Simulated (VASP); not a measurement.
Wanted: the native input for a VASP 6.6.1 run.

```
Task                   : single point
Functional             : RPBE
Potentials or basis    : VASP PAW PBE potentials, release 64 (B, N)
Cutoff                 : 600 eV
k mesh                 : 10 × 10 × 6
Occupations            : gaussian, width 0.05 eV
Spin                   : no spin polarisation
Dipole correction      : no
Further INCAR settings : ALGO = Normal; EDIFF = 1e-06; NBANDS = 16
```

The structure of BN lies in POSCAR:

```
BN
1.0
    2.5852398370      0.0000000000      0.0000000000
   -1.2926199185      2.2388833737      0.0000000000
    0.0000000000      0.0000000000      4.2737531852
B N
2 2
Direct
    0.6666666667      0.3333333333      0.0001136907
    0.3333333333      0.6666666667      0.5001136907
    0.6666666667      0.3333333333      0.3748863093
    0.3333333333      0.6666666667      0.8748863093
```

This cell differs from its parent crystal: volume scaled by 1.02.

The input as run:

INCAR

```
SYSTEM = BN
PREC = Accurate ; ENCUT = 600
EDIFF = 1E-6 ; ISMEAR = 0
SIGMA = 0.05 ; LREAL = .False.
LASPH = .True. ; NELM = 120
ALGO = Normal ; ISIF = 2
LWAVE = .False. ; LCHARG = .False.
GGA = RP ; NBANDS = 16
GGA_COMPAT = .False.
```

KPOINTS

```
regular mesh
0
Gamma
  10 10 6
  0 0 0
```

Potentials or basis: VASP PAW PBE potentials, release 64 (B, N).

Launch:

```console
$ cat potpaw_PBE.64/B/POTCAR potpaw_PBE.64/N/POTCAR > POTCAR
$ mpirun -np 1 vasp_std > vasp.out
```

It gave:

- Pressure: -6.9 GPa
- Largest force: 0.007 eV/Å
- Band gap on the k mesh: 5.53 eV, indirect (least direct gap 8.11 eV)

Caveat: the PAW data sets were made with another functional, which shifts forces and pressure a little.

It took 44 s on 1 thread of Intel Xeon 8259CL (shared host), peak memory 0.16 GiB.
